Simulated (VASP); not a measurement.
# MgO (I4mm) in VASP: a series of runs

The runs below take MgO through single point, with r2SCAN.

Everything below comes from runs of VASP 6.6.1. Logs are shortened: lines on timing, memory, paths and dates and some standing lists are left out, and cuts for length are marked.

### 1 The cell of the first run

It takes space group I4mm (No. 107, tetragonal). The conventional cell has a = 3.020 Å, b = 3.020 Å, c = 4.270 Å, α = 90.00°, β = 90.00°, γ = 90.00°. Within 2.8 Å of Mg (site symmetry 4mm) lie 6 O at 2.09 to 2.19 Å. Within 2.8 Å of O (site symmetry 4mm) lie 6 Mg at 2.09 to 2.19 Å.

### 2 Single point, r2SCAN

Contents of POSCAR:

```
MgO
1.0
    0.0000000000      2.1351500000      2.1351500000
    2.1351500000      0.0000000000      2.1351500000
    2.1351500000      2.1351500000      0.0000000000
Mg O
1 1
Direct
    0.0000000000      0.0000000000      0.0000000000
    0.5117087792      0.5117087792      0.4882912208
```

Contents of INCAR.step1:

```
PREC = Accurate
ENCUT = 520
ISMEAR = 0
SIGMA = 0.05
LREAL = F
LASPH = T
NELM = 60
NBANDS = 11
GGA = PE
ALGO = Normal
EDIFF = 1E-4
LWAVE = T
LCHARG = F
```

Contents of INCAR.step2:

```
PREC = Accurate
ENCUT = 520
EDIFF = 1E-6
ISMEAR = 0
SIGMA = 0.05
LREAL = F
LASPH = T
NELM = 60
ALGO = Normal
ISIF = 2
LWAVE = F
LCHARG = F
METAGGA = R2SCAN
LMIXTAU = T
NBANDS = 11
ISTART = 1
```

Contents of KPOINTS:

```
Automatic mesh
0
Gamma
  10 10 10
```

Potentials or basis: VASP PAW PBE potentials, release 64 (Mg, O).

Command:

```sh
$ cat potpaw_PBE.64/Mg/POTCAR potpaw_PBE.64/O/POTCAR > POTCAR
$ cp INCAR.step1 INCAR
$ mpirun -np 1 vasp_std > vasp.out
$ cp INCAR.step2 INCAR
$ mpirun -np 1 vasp_std > vasp.out
```

OUTCAR:

```text
PREC = Accurate
   ENCUT = 520
   EDIFF = 1E-6
   ISMEAR = 0
   LREAL = F
   LASPH = T
   NELM = 60
   ISIF = 2
   METAGGA = R2SCAN
   ISTART = 1

 ion  position               nearest neighbor table
   1  0.000  0.000  0.000-   2 2.09   2 2.14   2 2.14   2 2.14   2 2.14   2 2.19
   2  0.512  0.512  0.488-   1 2.09   1 2.14   1 2.14   1 2.14   1 2.14   1 2.19

  LATTYP: Found a face centered cubic cell.
 ALAT       =     4.2703000000

  Lattice vectors:

 A1 = (   0.0000000000,   2.1351500000,   2.1351500000)
 A2 = (   2.1351500000,   0.0000000000,   2.1351500000)
 A3 = (   2.1351500000,   2.1351500000,   0.0000000000)

Analysis of symmetry for initial positions (statically):
=====================================================================
 Subroutine PRICEL returns:
 Original cell was already a primitive cell.

 Routine SETGRP: Setting up the symmetry group for a
 face centered cubic supercell.

 Subroutine GETGRP returns: Found  8 space group operations
 (whereof  8 operations were pure point group operations)
 out of a pool of 48 trial point group operations.

The static configuration has the point symmetry C_4v.

Analysis of symmetry for dynamics (positions and initial velocities):
=====================================================================
 Subroutine PRICEL returns:
 Original cell was already a primitive cell.

 Routine SETGRP: Setting up the symmetry group for a
 face centered cubic supercell.

 Subroutine GETGRP returns: Found  8 space group operations
 (whereof  8 operations were pure point group operations)
 out of a pool of 48 trial point group operations.

The dynamic configuration has the point symmetry C_4v.

 Subroutine INISYM returns: Found  8 space group operations
 (whereof  8 operations are pure point group operations),
 and found     1 'primitive' translations

----------------------------------------------------------------------------------------

                                     Primitive cell

  volume of cell :      19.4677

  direct lattice vectors                    reciprocal lattice vectors
     0.000000000  2.135150000  2.135150000    -0.234175585  0.234175585  0.234175585
     2.135150000  0.000000000  2.135150000     0.234175585 -0.234175585  0.234175585
     2.135150000  2.135150000  0.000000000     0.234175585  0.234175585 -0.234175585

  length of vectors
     3.019558088  3.019558088  3.019558088     0.405604011  0.405604011  0.405604011

  position of ions in fractional coordinates (direct lattice)
     0.000000000  0.000000000  0.000000000
     0.511708779  0.511708779  0.488291221

  ion indices of the primitive-cell ions
   primitive index   ion index
                 1           1
                 2           2

----------------------------------------------------------------------------------------

 KPOINTS: Automatic mesh

Automatic generation of k-mesh.
 Grid dimensions read from file:
 generate k-points for:   10   10   10

 Generating k-lattice:

  Cartesian coordinates                     Fractional coordinates (reciprocal lattice)
    -0.023417558  0.023417558  0.023417558     0.100000000  0.000000000  0.000000000
     0.023417558 -0.023417558  0.023417558     0.000000000  0.100000000  0.000000000
     0.023417558  0.023417558 -0.023417558     0.000000000  0.000000000  0.100000000

  Length of vectors
     0.040560401  0.040560401  0.040560401

  Shift w.r.t. Gamma in fractional coordinates (k-lattice)
     0.000000000  0.000000000  0.000000000

 Subroutine IBZKPT returns following result:
 ===========================================

 Found    102 irreducible k-points:

 Following reciprocal coordinates:
            Coordinates               Weight
  0.000000  0.000000  0.000000      1.000000
  0.100000  0.000000  0.000000      8.000000
  0.200000  0.000000  0.000000      8.000000
  0.300000  0.000000  0.000000      8.000000
  0.400000  0.000000  0.000000      8.000000
  0.500000  0.000000  0.000000      4.000000
[... 16 lines left out ...]
 -0.100000  0.100000  0.000000      4.000000
  0.000000 -0.100000  0.100000      8.000000
 [... further k-points ...]
   k-points           NKPTS =    102   k-points in BZ     NKDIM =    102   number of bands    NBANDS=     11
   number of dos      NEDOS =    301   number of ions     NIONS =      2
   total plane-waves  NPLWV =  13824
   dimension x,y,z NGX =    24 NGY =   24 NGZ =   24
   dimension x,y,z NGXF=    48 NGYF=   48 NGZF=   48
   ions per type =               1   1
   NGX,Y,Z   is equivalent  to a cutoff of  13.21, 13.21, 13.21 a.u.
   NGXF,Y,Z  is equivalent  to a cutoff of  26.43, 26.43, 26.43 a.u.
 SYSTEM =  unknown system
   PREC   = accura    normal or accurate (medium, high low for compatibility)
   ISTART =      1    job   : 0-new  1-cont  2-samecut
   ICHARG =      0    charge: 1-file 2-atom 10-const
   ISPIN  =      1    spin polarized calculation?
   LNONCOLLINEAR =      F non collinear calculations
   LSORBIT =      F    spin-orbit coupling
   LASPH  =      T    aspherical Exc in radial PAW
   ENCUT  =  520.0 eV  38.22 Ry    6.18 a.u.   5.61  5.61  5.61*2*pi/ulx,y,z
   NELM   =     60;   NELMIN=  2; NELMDL=  0     # of ELM steps
   EDIFF  = 0.1E-05   stopping-criterion for ELM
   LREAL  =      F    real-space projection
   EDIFFG = 0.1E-04   stopping-criterion for IOM
   NSW    =      0    number of steps for IOM
   IBRION =     -1    ionic relax: 0-MD 1-quasi-New 2-CG
   NFREE  =      0    steps in history (QN), initial steepest desc. (CG)
   ISIF   =      2    stress and relaxation
   ISYM   =      2    0-nonsym 1-usesym 2-fastsym
   POTIM  = 0.5000    time-step for ionic-motion
   TEBEG  =    0.0;   TEEND  =   0.0 temperature during run
   PSTRESS=    0.0 pullay stress
   NELECT =       8.0000    total number of electrons
   NUPDOWN=      -1.0000    fix difference up-down
   EMIN   =  10.00;   EMAX   =-10.00  energy-range for DOS
   EFERMI =   0.00;   METHOD = LEGACY
   ISMEAR =     0;   SIGMA  =   0.05  broadening in eV -4-tet -1-fermi 0-gaus
   EFERMI_NEDOS =   21; number of points for ismear=-14 and -15
   IALGO  =     38    algorithm
   IMIX   =      4    mixing-type and parameters
     AMIX     =   0.40;   BMIX     =  1.00
     AMIX_MAG =   1.60;   BMIX_MAG =  1.00
  volume/ion in A,a.u.               =       9.73        65.69
  Fermi-wavevector in a.u.,A,eV,Ry     =   1.217119  2.300022 20.155386  1.481379
  Thomas-Fermi vector in A             =   2.352450
   LORBIT       =      0    0 simple, 1 ext, 2 COOP (PROOUT), +10 PAW based schemes
   METAGGA = R2SCAN    functional components
   LHFCALC =     F    Hartree Fock is set to
   AEXX    =    0.0000 exact exchange contribution
   IVDW    =     0    specifies the selected vdW correction
   LEPSILON=     F    determine dielectric tensor
   LRPA    =     F    only Hartree local field effects (RPA)
 non-spin polarized calculation
 Gauss-broadening in eV      SIGMA  =   0.05
  energy-cutoff  :      520.00
  volume of cell :       19.47
 maximum number of plane-waves:       544
   NGX = 11   NGY = 11   NGZ = 11

 number of electron       8.0000000 magnetization

 Free energy of the ion-electron system (eV)
  ---------------------------------------------------
  ext. energy  EPLUGINS =         0.00000000
  ---------------------------------------------------
  free energy    TOTEN  =       -16.13012026 eV

  energy without entropy =      -16.13012026  energy(sigma->0) =      -16.13012026

 E-fermi :   2.8008     XC(G=0): -11.3835

 val. band max:        2.4788353894   @ k =   0.0000   0.0000   0.0000
 cond. band min:       7.6757267060   @ k =   0.0000   0.0000   0.0000
 fundamental gap:      5.1968913166
 Fermi energy:         2.8007670224

 k-point     1 :       0.0000    0.0000    0.0000
  band No.  band energies     occupation
      1     -15.5161      2.00000
      2       2.4754      2.00000
      3       2.4788      2.00000
      4       2.4788      2.00000
      5       7.6757      0.00000
      6      19.0744      0.00000
      7      19.0790      0.00000
      8      19.0790      0.00000
      9      23.0923      0.00000
     10      24.8239      0.00000
     11      24.8313      0.00000

 k-point     2 :       0.1000    0.0000    0.0000
  band No.  band energies     occupation
      1     -15.4197      2.00000
      2       1.8595      2.00000
      3       2.4131      2.00000
      4       2.4145      2.00000
      5       8.2916      0.00000
      6      17.8406      0.00000
      7      19.3130      0.00000
      8      19.3148      0.00000
      9      24.0447      0.00000
     10      24.0527      0.00000
     11      24.7144      0.00000

 k-point     3 :       0.2000    0.0000    0.0000
  band No.  band energies     occupation
      1     -15.1562      2.00000
      2       0.5871      2.00000
      3       2.2497      2.00000
      4       2.2511      2.00000
      5       9.5074      0.00000
      6      16.3148      0.00000
      7      19.7713      0.00000
      8      19.7744      0.00000
      9      23.3373      0.00000
     10      23.3500      0.00000
     11      25.5302      0.00000

 k-point     4 :       0.3000    0.0000    0.0000
  band No.  band energies     occupation
      1     -14.8043      2.00000
      2      -0.6875      2.00000
      3       2.0569      2.00000
      4       2.0583      2.00000
      5      10.5102      0.00000
      6      15.5843      0.00000
      7      19.8379      0.00000
      8      19.8388      0.00000
      9      23.8280      0.00000
     10      23.8359      0.00000
     11      24.9302      0.00000
[... 239 lines left out ...]
 k-point    22 :       0.0000   -0.2000    0.1000
  band No.  band energies     occupation
      1     -14.9768      2.00000
      2       0.0693      2.00000
      3       1.8456      2.00000
      4       2.2106      2.00000
      5      10.2744      0.00000
      6      15.7150      0.00000
      7      19.2990      0.00000
      8      20.3567      0.00000
      9      22.0588      0.00000
     10      24.2612      0.00000
     11      26.5671      0.00000

 k-point    23 :      -0.1000    0.1000    0.0000
  band No.  band energies     occupation
      1     -15.2683      2.00000
      2       1.1682      2.00000
      3       2.1589      2.00000
      4       2.3674      2.00000
      5       9.0947      0.00000
      6      16.7654      0.00000
      7      19.4518      0.00000
      8      19.7479      0.00000
      9      22.6506      0.00000
     10      24.1660      0.00000
     11      26.1998      0.00000

 k-point    24 :       0.0000   -0.1000    0.1000
  band No.  band energies     occupation
      1     -15.2683      2.00000
      2       1.1690      2.00000
      3       2.1596      2.00000
      4       2.3663      2.00000
      5       9.0927      0.00000
      6      16.7681      0.00000
      7      19.4483      0.00000
      8      19.7502      0.00000
      9      22.6658      0.00000
     10      24.1637      0.00000
     11      26.1806      0.00000

 [... further k-points ...]
[... 5 lines left out ...]
  --------------------------------------------------------------------------------------
  -------------------------------------------------------------------------------------
  Total       -0.9992838     -0.9992838     -0.9062066      0.0000000     -0.0000000      0.0000000
  in kB      -82.2402164    -82.2402164    -74.5800473      0.0000000     -0.0000000      0.0000000
  external PRESSURE =     -79.6868267 kB  Pullay stress =       0.0000000 kB

 VOLUME and BASIS-vectors are now :
 -----------------------------------------------------------------------------
  energy-cutoff  :      520.00
  volume of cell :       19.47
      direct lattice vectors                 reciprocal lattice vectors
     0.000000000  2.135150000  2.135150000    -0.234175585  0.234175585  0.234175585
     2.135150000  0.000000000  2.135150000     0.234175585 -0.234175585  0.234175585
     2.135150000  2.135150000  0.000000000     0.234175585  0.234175585 -0.234175585

 POSITION                                       TOTAL-FORCE (eV/Angst)
 -----------------------------------------------------------------------------------
      0.00000      0.00000      0.00000         0.000000      0.000000      0.229035
      2.13515      2.13515      2.18515         0.000000      0.000000     -0.229035
 -----------------------------------------------------------------------------------
    total drift:                               -0.000001     -0.000001      0.003359

  FREE ENERGIE OF THE ION-ELECTRON SYSTEM (eV)
  ---------------------------------------------------
  free  energy   TOTEN  =       -16.1301202635 eV

  energy  without entropy=      -16.1301202635  energy(sigma->0) =      -16.13012026
```

Run time: 24 s. Hardware: 1 thread of Intel Xeon 6975P-C (Granite Rapids), shared host; peak memory 0.16 GiB.

Results:

| Property | Result |
| --- | --- |
| Free energy | -16.1301 eV |
| Pressure | -8.0 GPa |
| Largest force | 0.229 eV/Å |
| Band gap on the k mesh | 5.20 eV, direct |

Forces in eV/Å, atoms in the order of the input:
```
Mg   0.000  0.000  0.229
O    0.000  0.000 -0.229
```

Caveat: the cell differs from its parent crystal (all O atoms moved -0.050 Å, as atom 2 towards its neighbour atom 1 (Mg) at 2.135 Å); the PAW data sets were made with another functional, which shifts forces and pressure a little.

### 3 Single point, r2SCAN

POSCAR, as its differences from that of step 2:

```diff
@@ -9,2 +9,2 @@
     0.0000000000      0.0000000000      0.0000000000
-    0.5117087792      0.5117087792      0.4882912208
+    0.4941456104      0.4941456104      0.5058543896
```

Contents of INCAR.step1:

```
  PREC = Accurate
  ENCUT = 520
  ISMEAR = 0
  SIGMA = 0.05
  LREAL = F
  LASPH = T
  NELM = 80
  NBANDS = 11
  GGA = PE
  ALGO = Normal
  EDIFF = 1E-4
  LWAVE = T
  LCHARG = F
```

Contents of INCAR.step2:

```
  PREC = Accurate
  ENCUT = 520
  EDIFF = 1E-7
  ISMEAR = 0
  SIGMA = 0.05
  LREAL = F
  LASPH = T
  NELM = 80
  ALGO = Normal
  ISIF = 2
  LWAVE = F
  LCHARG = T
  METAGGA = R2SCAN
  LMIXTAU = T
  LELF = T
  LVHAR = T
  NBANDS = 11
  ISTART = 1
```

Contents of KPOINTS:

```
regular mesh
0
Gamma
  10 10 10
```

Potentials or basis: VASP PAW PBE potentials, release 64 (Mg, O).

Command:

```sh
$ cat potpaw_PBE.64/Mg/POTCAR potpaw_PBE.64/O/POTCAR > POTCAR
$ cp INCAR.step1 INCAR
$ mpirun -np 1 vasp_std > vasp.out
$ cp INCAR.step2 INCAR
$ mpirun -np 1 vasp_std > vasp.out
```

Wall time 29 s (1 thread of Intel Xeon 6975P-C (Granite Rapids), shared host); peak memory 0.16 GiB.

Results (log left out):

* Free energy: -16.1343 eV
* Pressure: -8.1 GPa
* Largest force: 0.113 eV/Å
* Band gap on the k mesh: 5.20 eV, direct

Forces on the atoms (eV/Å):
```
Mg   0.000  0.000 -0.113
O    0.000  0.000  0.113
```

Stress tensor (GPa, compression positive):
```
-8.19  0.00  0.00
 0.00 -8.19  0.00
 0.00  0.00 -8.00
```

Levels at points of the mesh, in eV from the valence-band top:
```csv
k point,band 2,band 3,band 4,band 5,band 6,band 7
"(0.00, 0.00, 0.00)",0.00,0.00,0.00,5.20,16.59,16.59
"(0.50, 0.00, 0.00)",-4.43,-0.63,-0.63,8.53,13.31,16.99
"(0.50, 0.50, 0.00)",-3.93,-1.32,-1.32,9.97,10.60,13.83
"(0.00, 0.50, 0.50)",-3.93,-1.32,-1.32,9.97,10.60,13.83
```

Caveat: the cell differs from its parent crystal (all O atoms moved +0.025 Å, as atom 2 towards its neighbour atom 1 (Mg) at 2.135 Å); the PAW data sets were made with another functional, which shifts forces and pressure a little.
